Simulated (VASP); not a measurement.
# SrScS2 (Pmmn) in VASP: settings compared, part 2 of 3

VASP 6.6.1. The steps go on from the part before.

**3. Single point, PBE**

This run uses another cell than the first one, of 23.56 Å³/atom, 1.047 times its volume.

File INCAR:

```
SYSTEM = SrScS2
PREC = Accurate
ENCUT = 520
EDIFF = 1E-7
ISMEAR = -1
SIGMA = 0.1
LREAL = .FALSE.
LASPH = .TRUE.
NELM = 100
ALGO = Normal
ISIF = 2
LWAVE = .FALSE.
LCHARG = .FALSE.
GGA = PE
NBANDS = 43
```

File KPOINTS:

```
Automatic mesh
0
G
  4 4 2
  0 0 0
```

File POSCAR:

```
SrScS2
1.0
    3.9672002853      0.0000000000      0.0000000000
    0.0000000000      4.9991360535      0.0000000000
    0.0000000000      0.0000000000      9.5015674688
Sr Sc S
2 2 4
Direct
    0.2500000000      0.7500000000      0.3414621923
    0.7500000000      0.2500000000      0.6585378077
    0.7500000000      0.2500000000      0.0779543234
    0.2500000000      0.7500000000      0.9220456766
    0.7500000000      0.7500000000      0.0934283957
    0.2500000000      0.2500000000      0.9065716043
    0.7500000000      0.2500000000      0.3504738605
    0.2500000000      0.7500000000      0.6495261395
```

Potentials or basis: VASP PAW PBE potentials, release 64 (Sr_sv, Sc_sv, S).

On the command line:

```
$ cat potpaw_PBE.64/Sr_sv/POTCAR potpaw_PBE.64/Sc_sv/POTCAR potpaw_PBE.64/S/POTCAR > POTCAR
$ mpirun -np 1 vasp_std > vasp.out
```

OUTCAR:

```text
SYSTEM = SrScS2
   PREC = Accurate
   ENCUT = 520
   EDIFF = 1E-7
   ISMEAR = -1
   LREAL = .FALSE.
   LASPH = .TRUE.
   NELM = 100
   ISIF = 2
   GGA = PE

 ion  position               nearest neighbor table
   1  0.250  0.750  0.341-   8 2.93   5 3.08   5 3.08   7 3.19   7 3.19   7 3.19   7 3.19   4 3.99
                             3 4.06   3 4.06   3 4.06   3 4.06   2 4.39   2 4.39   2 4.39   2 4.39
   2  0.750  0.250  0.659-   7 2.93   6 3.08   6 3.08   8 3.19   8 3.19   8 3.19   8 3.19   3 3.99
                             4 4.06   4 4.06   4 4.06   4 4.06   1 4.39   1 4.39   1 4.39   1 4.39
   3  0.750  0.250  0.078-   5 2.50   5 2.50   6 2.57   6 2.57   7 2.59   2 3.99   1 4.06   1 4.06
                             1 4.06   1 4.06
   4  0.250  0.750  0.922-   6 2.50   6 2.50   5 2.57   5 2.57   8 2.59   1 3.99   2 4.06   2 4.06
                             2 4.06   2 4.06
   5  0.750  0.750  0.093-   3 2.50   3 2.50   4 2.57   4 2.57   1 3.08   1 3.08
   6  0.250  0.250  0.907-   4 2.50   4 2.50   3 2.57   3 2.57   2 3.08   2 3.08
   7  0.750  0.250  0.350-   3 2.59   2 2.93   1 3.19   1 3.19   1 3.19   1 3.19
   8  0.250  0.750  0.650-   4 2.59   1 2.93   2 3.19   2 3.19   2 3.19   2 3.19

  LATTYP: Found a simple orthorhombic cell.
 ALAT       =     3.9672002853
 B/A-ratio  =     1.2601168819
 C/A-ratio  =     2.3950309502

  Lattice vectors:

 A1 = (   3.9672002853,   0.0000000000,   0.0000000000)
 A2 = (   0.0000000000,   4.9991360535,   0.0000000000)
 A3 = (   0.0000000000,   0.0000000000,   9.5015674688)

Analysis of symmetry for initial positions (statically):
=====================================================================
 Subroutine PRICEL returns:
 Original cell was already a primitive cell.

 Routine SETGRP: Setting up the symmetry group for a
 simple orthorhombic supercell.

 Subroutine GETGRP returns: Found  8 space group operations
 (whereof  2 operations were pure point group operations)
 out of a pool of  8 trial point group operations.

The static configuration has the point symmetry S_2 .
 The point group associated with its full space group is D_2h.

[... 144 lines left out ...]
   LHFCALC =     F    Hartree Fock is set to
   AEXX    =    0.0000 exact exchange contribution
   IVDW    =     0    specifies the selected vdW correction
   LEPSILON=     F    determine dielectric tensor
   LRPA    =     F    only Hartree local field effects (RPA)
 non-spin polarized calculation
  energy-cutoff  :      520.00
  volume of cell :      188.44
 maximum number of plane-waves:      5100
 NGX is ok and might be reduce to    30
   NGX = 15   NGY = 19   NGZ = 35

 number of electron      66.0000003 magnetization

 Free energy of the ion-electron system (eV)
  ---------------------------------------------------
  ext. energy  EPLUGINS =         0.00000000
  ---------------------------------------------------
  free energy    TOTEN  =       -47.24744102 eV

  energy without entropy =      -47.09556716  energy(sigma->0) =      -47.17150409

 E-fermi :   5.0617     XC(G=0):  -9.4680

 val. band max:        5.0264796741   @ k =   0.2500   0.2500   0.0000
 cond. band min:       5.0767933488   @ k =   0.2500   0.0000   0.5000
 fundamental gap:      0.0503136747
 Fermi energy:         5.0617077141

 k-point     1 :       0.0000    0.0000    0.0000
  band No.  band energies     occupation
      1     -45.0263      2.00000
      2     -45.0077      2.00000
      3     -30.9920      2.00000
      4     -30.9844      2.00000
      5     -23.7584      2.00000
      6     -23.7237      2.00000
[... 817 lines left out ...]
     42       7.8873      0.00000
     43       8.0424      0.00000

------------------------ aborting loop because EDIFF is reached ----------------------------------------

  FORCE on cell =-STRESS in cart. coord.  units (eV):
  Direction    XX          YY          ZZ          XY          YZ          ZX
  --------------------------------------------------------------------------------------
  -------------------------------------------------------------------------------------
  Total        0.1472633      0.2398578      0.2225442     -0.0000000      0.0000000      0.0000000
  in kB        1.2520758      2.0393418      1.8921365     -0.0000000      0.0000000      0.0000000
  external PRESSURE =       1.7278514 kB  Pullay stress =       0.0000000 kB

 VOLUME and BASIS-vectors are now :
 -----------------------------------------------------------------------------
  energy-cutoff  :      520.00
  volume of cell :      188.44
      direct lattice vectors                 reciprocal lattice vectors
     3.967200285  0.000000000  0.000000000     0.252066931  0.000000000  0.000000000
     0.000000000  4.999136054  0.000000000     0.000000000  0.200034564  0.000000000
     0.000000000  0.000000000  9.501567469     0.000000000  0.000000000  0.105245793

 POSITION                                       TOTAL-FORCE (eV/Angst)
 -----------------------------------------------------------------------------------
      0.99180      3.74935      3.24443         0.000000      0.000000     -0.001880
      2.97540      1.24978      6.25714         0.000000      0.000000      0.001880
      2.97540      1.24978      0.74069         0.000000      0.000000      0.001964
      0.99180      3.74935      8.76088         0.000000     -0.000000     -0.001964
      2.97540      3.74935      0.88772         0.000000      0.000000      0.010735
      0.99180      1.24978      8.61385         0.000000      0.000000     -0.010735
      2.97540      1.24978      3.33005         0.000000      0.000000      0.001408
      0.99180      3.74935      6.17152         0.000000     -0.000000     -0.001408
 -----------------------------------------------------------------------------------
    total drift:                                0.000000      0.000000      0.000000

  FREE ENERGIE OF THE ION-ELECTRON SYSTEM (eV)
  ---------------------------------------------------
  free  energy   TOTEN  =       -47.2474410151 eV

  energy  without entropy=      -47.0955671609  energy(sigma->0) =      -47.17150409
```

OSZICAR:

```text
N       E                     dE             d eps       ncg     rms          rms(c)
DAV:   1     0.899449860758E+03    0.89945E+03   -0.28705E+04  1548   0.145E+03
DAV:   2     0.786696099055E+02   -0.82078E+03   -0.80208E+03  1684   0.485E+02
DAV:   3    -0.418323181788E+02   -0.12050E+03   -0.11637E+03  2543   0.172E+02
DAV:   4    -0.508834860261E+02   -0.90512E+01   -0.89520E+01  2560   0.464E+01
DAV:   5    -0.513406434081E+02   -0.45716E+00   -0.45571E+00  2872   0.993E+00    0.236E+01
DAV:   6    -0.473094893966E+02    0.40312E+01   -0.15782E+01  2376   0.231E+01    0.141E+01
DAV:   7    -0.472412912585E+02    0.68198E-01   -0.11691E+00  2552   0.494E+00    0.735E+00
DAV:   8    -0.472489852083E+02   -0.76939E-02   -0.21169E-01  2736   0.210E+00    0.966E-01
DAV:   9    -0.472460823515E+02    0.29029E-02   -0.30519E-02  2368   0.788E-01    0.500E-01
DAV:  10    -0.472469954123E+02   -0.91306E-03   -0.45955E-03  2328   0.262E-01    0.277E-01
DAV:  11    -0.472473110060E+02   -0.31559E-03   -0.41873E-04  2328   0.121E-01    0.896E-02
DAV:  12    -0.472474368407E+02   -0.12583E-03   -0.15394E-04  2160   0.605E-02    0.599E-02
DAV:  13    -0.472474383874E+02   -0.15467E-05   -0.29471E-05  2600   0.230E-02    0.291E-02
DAV:  14    -0.472474408406E+02   -0.24532E-05   -0.33982E-06  2096   0.739E-03    0.124E-02
DAV:  15    -0.472474411006E+02   -0.26004E-06   -0.16671E-06  1952   0.516E-03    0.218E-03
DAV:  16    -0.472474410151E+02    0.85525E-07   -0.23872E-07  1600   0.240E-03
   1 F= -.47247441E+02 E0= -.47171504E+02  d E =-.151874E+00
```

Wall time 4.1 min (1 thread of Oxide Virtual Turin-like, shared host); peak memory 0.32 GiB.

What came out:

```
Free energy            : -47.2474 eV
Pressure               : 0.2 GPa
Largest force          : 0.011 eV/Å
Band gap on the k mesh : zero (band 33 reaches 5.64 eV, above the bottom of band 34 at 4.46 eV)
```

Forces on the atoms (eV/Å):
```
Sr   0.000  0.000 -0.002
Sr   0.000  0.000  0.002
Sc   0.000  0.000  0.002
Sc   0.000  0.000 -0.002
S    0.000  0.000  0.011
S    0.000  0.000 -0.011
S    0.000  0.000  0.001
S    0.000  0.000 -0.001
```

Caveat: the k points lie up to 0.40 Å⁻¹ apart.

**4. Single point, PBE**

This run uses another cell than the first one, of 23.56 Å³/atom, 1.047 times its volume.

File INCAR:

```
  PREC = Accurate
  ENCUT = 520
  EDIFF = 1E-7
  ISMEAR = -1
  SIGMA = 0.1
  LREAL = False
  LASPH = True
  NELM = 100
  ALGO = Normal
  ISIF = 2
  LWAVE = False
  LCHARG = False
  GGA = PE
  NBANDS = 43
```

File KPOINTS:

```
regular mesh
0
Gamma
  4 4 2
```

File POSCAR:

```
SrScS2
1.0
    3.9671892456      0.0000000000      0.0000000000
    0.0000000000      4.9991336018      0.0000000000
    0.0000000000      0.0000000000      9.5015741526
Sr Sc S
2 2 4
Direct
    0.2500000000      0.7500000000      0.3414635871
    0.7500000000      0.2500000000      0.6585364129
    0.7500000000      0.2500000000      0.0779538694
    0.2500000000      0.7500000000      0.9220461306
    0.7500000000      0.7500000000      0.0934291988
    0.2500000000      0.2500000000      0.9065708012
    0.7500000000      0.2500000000      0.3504734794
    0.2500000000      0.7500000000      0.6495265206
```

On the command line:

```
$ cat potpaw_PBE.64/Sr_sv/POTCAR potpaw_PBE.64/Sc_sv/POTCAR potpaw_PBE.64/S/POTCAR > POTCAR
$ mpirun -np 1 vasp_std > vasp.out
```

Run time: 4.2 min. Hardware: 1 thread of Oxide Virtual Turin-like, shared host; peak memory 0.32 GiB.

The run converged. Its results:

- Free energy: -47.2474 eV
- Pressure: 0.2 GPa
- Largest force: 0.011 eV/Å
- Band gap on the k mesh: zero (band 33 reaches 5.64 eV, above the bottom of band 34 at 4.46 eV)

Forces in eV/Å, atoms in the order of the input:
```
Sr   0.000  0.000 -0.002
Sr   0.000  0.000  0.002
Sc   0.000  0.000  0.002
Sc   0.000  0.000 -0.002
S    0.000  0.000  0.011
S    0.000  0.000 -0.011
S    0.000  0.000  0.001
S    0.000  0.000 -0.001
```

Levels at points of the mesh, in eV from the Fermi level:
| k point | band 31 | band 32 | band 33 | band 34 | band 35 | band 36 |
| --- | --- | --- | --- | --- | --- | --- |
| (0.00, 0.00, 0.00) | -2.28 | -1.95 | -0.37 | -0.08 | 0.27 | 0.50 |
| (0.50, 0.00, 0.00) | -3.04 | -3.04 | -0.52 | -0.52 | 0.83 | 0.83 |
| (0.00, 0.50, 0.00) | -2.50 | -2.50 | 0.49 | 0.49 | 1.72 | 1.72 |
| (0.50, 0.50, 0.00) | -2.71 | -2.71 | 0.06 | 0.06 | 1.70 | 1.70 |
| (0.00, 0.00, 0.50) | -2.21 | -2.10 | -0.23 | -0.08 | 0.70 | 0.71 |
| (0.50, 0.00, 0.50) | -2.92 | -2.92 | -0.60 | -0.60 | 0.78 | 0.78 |
| (0.00, 0.50, 0.50) | -2.52 | -2.52 | 0.58 | 0.58 | 1.70 | 1.70 |
| (0.50, 0.50, 0.50) | -2.80 | -2.80 | 0.23 | 0.23 | 1.69 | 1.69 |

Caveat: the k points lie up to 0.40 Å⁻¹ apart.

(Continued in part 3 of 3.)
